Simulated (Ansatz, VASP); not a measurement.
# Two plane-wave programs on Pt

```xyz
1
Lattice="14.0000 0.0000 0.0000 0.0000 14.4000 0.0000 0.0000 0.0000 14.8000" Properties=species:S:1:pos:R:3 pbc="T T T"
Pt    7.0000    7.2000    7.4000
```

Alike in both runs: task single point; functional PBE; k mesh 1 × 1 × 1; occupations fermi-dirac, width 0.01 eV; collinear spin.

|  | VASP | Ansatz |
| --- | --- | --- |
| version | VASP 6.6.1 | Ansatz 0.2.0 |
| potentials or method | VASP PAW PBE potentials, release 64 (Pt), cutoff 520 eV | plane waves (420 eV) with PAW, scalar-relativistic |
| valence electrons in the cell | 10 | 18 |

|  | VASP | Ansatz | Ansatz less VASP |
| --- | --- | --- | --- |
| net moment per atom (μB) | 2.00 | 2.00 | 0.000 |
| size of the moment on the site where the two differ most (μB) | 1.43 | 2.00 | +0.572 |

Site moments also hang on the region over which each program counts them. VASP's potentials hold 10 valence electrons a cell and Ansatz's 18, so a difference there can come from the potentials and not from the codes. Ansatz's warnings: open shared shell at semilocal close, stability check not made, xc potential rough in thin density.

Neither program's run includes spin-orbit coupling.
